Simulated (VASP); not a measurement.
Wanted: the native input for a VASP 6.6.1 run.

| Item | Value |
| --- | --- |
| Task | single point |
| Functional | PBE |
| Potentials or basis | VASP PAW PBE potentials, release 64 (Ti_sv, H) |
| Cutoff | 520 eV |
| k mesh | 6 × 6 × 1 |
| Occupations | gaussian, width 0.1 eV |
| Spin | no spin polarisation |
| Dipole correction | yes |
| Further INCAR settings | ALGO = Normal; EDIFF = 1e-06; NBANDS = 46 |

The structure of Ti6H lies in POSCAR:

```
Ti6H
1.0
    4.6037402192      0.0000000000      0.0000000000
   -2.3018701096      3.9869559822      0.0000000000
    0.0000000000      0.0000000000     19.9968207719
Ti H
6 1
Direct
    0.6666666667      0.3333333333      0.2000317973
    0.3333333333      0.6666666667      0.2470259945
    0.0000000000      0.0000000000      0.2940201916
    0.6666666667      0.3333333333      0.3353091140
    0.3333333333      0.6666666667      0.3717707007
    0.0000000000      0.0000000000      0.4249085827
    0.8888888889      0.2222222222      0.4812344894
```

One way to write it, as run:

INCAR

```
ALGO = Normal
DIPOL = 0.5 0.5 0.336
EDIFF = 1E-6
ENCUT = 520
GGA = PE
IDIPOL = 3
ISIF = 2
ISMEAR = 0
LASPH = True
LCHARG = False
LDIPOL = True
LREAL = False
LWAVE = False
NBANDS = 46
NELM = 100
PREC = Accurate
SIGMA = 0.1
```

KPOINTS

```
k-points
0
Gamma
  6 6 1
```

Potentials or basis: VASP PAW PBE potentials, release 64 (Ti_sv, H).

The run is started by

```sh
$ cat potpaw_PBE.64/Ti_sv/POTCAR potpaw_PBE.64/H/POTCAR > POTCAR
$ mpirun -np 1 vasp_std > vasp.out
```

It gave:

```json
{"Largest force": "0.772 eV/Å", "Band gap on the k mesh": "zero (an odd number of electrons rules out a gap without spin polarisation)"}
```

Wall time 8.3 min on 1 thread of Intel(R) Xeon(R) 6975P-C (Granite Rapids), with other jobs on the host, peak memory 0.57 GiB.
